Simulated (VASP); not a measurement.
Runs of VASP 6.6.1 on Cs2AgBiBr6. The structure is that of space group Fm-3m (No. 225), or close to it. The cells are those of the table. 

```csv
cell,gap on the mesh (eV),pressure (GPa),largest force (eV/Å)
"a = 8.047 Å, angles 60.0°, 10 atoms",1.83,-1.0,0.17
"a = 7.889 Å, angles 60.0°, 10 atoms",1.82,0.6,0.38
"a = 8.124 Å, angles 60.0°, 10 atoms",1.84,-1.6,0.07
"a = 7.969 Å, angles 60.0°, 10 atoms",1.83,(b),0.27
"a = 7.808 Å, angles 60.0°, 10 atoms",1.80,(a),0.50
```

Alike in all rows: task single point; level PBEsol; potentials or basis VASP PAW PBE potentials, release 64 (Cs_sv, Ag, Bi_d, Br); no spin polarisation; k mesh 3 × 3 × 3; cutoff (eV) 520; smearing gaussian 0.01 eV.

Question: Estimate the missing entries.

Answer: (a) 1.6; (b) -0.3.

Caveats: the PAW data sets were made with another functional, which shifts forces and pressure a little; spin-orbit coupling is left out, which moves the levels of the heavy elements; an odd mesh through Γ misses points on the zone boundary, where band edges can lie.

A k mesh can miss the band edges, and the runs leave out spin-orbit coupling on Ag, Bi, Br, Cs.
